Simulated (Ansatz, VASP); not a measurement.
**BaTiO3: VASP beside Ansatz**

Contents of INCAR:

```
SYSTEM = BaTiO3
  ALGO = Normal
  EDIFF = 1E-6
  ENCUT = 520
  GGA = PE
  ISIF = 2
  ISMEAR = -1
  LASPH = .TRUE.
  LCHARG = .TRUE.
  LELF = .TRUE.
  LREAL = .FALSE.
  LVHAR = .TRUE.
  LWAVE = .FALSE.
  NBANDS = 28
  NELM = 100
  PREC = Accurate
  SIGMA = 0.05
```

File KPOINTS:

```
k-points
0
G
  8 8 8
  0 0 0
```

Contents of POSCAR:

```
BaTiO3
1.0
    4.0206133868      0.0000000000      0.0000000000
    0.0000000000      4.0206133868      0.0000000000
    0.0000000000      0.0000000000      4.0206133868
Ba Ti O
1 1 3
Direct
    0.5000000000      0.5000000000      0.5000000000
    0.0000000000      0.0000000000      0.0000000000
    0.5000000000      0.0000000000      0.0000000000
    0.0000000000      0.5000000000      0.0000000000
    0.0000000000      0.0000000000      0.5000000000
```

Input for Ansatz:

```yaml
crystal:
  lattice:
    - [4.0206133868, 0.0, 0.0]
    - [0.0, 4.0206133868, 0.0]
    - [0.0, 0.0, 4.0206133868]
  atoms:
    - { symbol: Ba, position: [0.5, 0.5, 0.5] }
    - { symbol: Ti, position: [0.0, 0.0, 0.0] }
    - { symbol: O, position: [0.5, 0.0, 0.0] }
    - { symbol: O, position: [0.0, 0.5, 0.0] }
    - { symbol: O, position: [0.0, 0.0, 0.5] }
kpoints:
  mp_grid: { grid: [8, 8, 8] }
  band_path:
    path:
      - [0.0, 0.0, 0.0]
      - [0.0, 0.5, 0.0]
      - [0.5, 0.5, 0.0]
      - [0.0, 0.0, 0.0]
      - [0.5, 0.5, 0.5]
      - [0.0, 0.5, 0.0]
      - [0.5, 0.5, 0.5]
      - [0.5, 0.5, 0.0]
    npoints: 5
scf:
  occupations: { method: fermi_dirac, width: 0.05 }
hamiltonian:
  xc: pbe
  pseudopotentials: { kind: all_electron, lapw: { basis_error: 0.001 } }
output:
  forces: true
  stress: true
  eigenvalues: true
```

Change from the starting cell: volume scaled by 1.01.

Alike in both runs: task single point; functional PBE; k mesh 8 × 8 × 8; occupations fermi-dirac, width 0.05 eV; no spin polarisation.

|  | VASP | Ansatz |
| --- | --- | --- |
| version | VASP 6.6.1 | Ansatz 0.2.0 |
| potentials or method | VASP PAW PBE potentials, release 64 (Ba_sv, Ti_sv, O), cutoff 520 eV | all-electron LAPW, scalar-relativistic |

VASP gave:

| Item | Value |
| --- | --- |
| pressure (GPa) | 1.5 |

Q: Which values does Ansatz return?

A: Pressure (GPa): -0.1.

Ansatz ran all-electron here, and VASP with PAW potentials.

Spin-orbit coupling is off throughout.
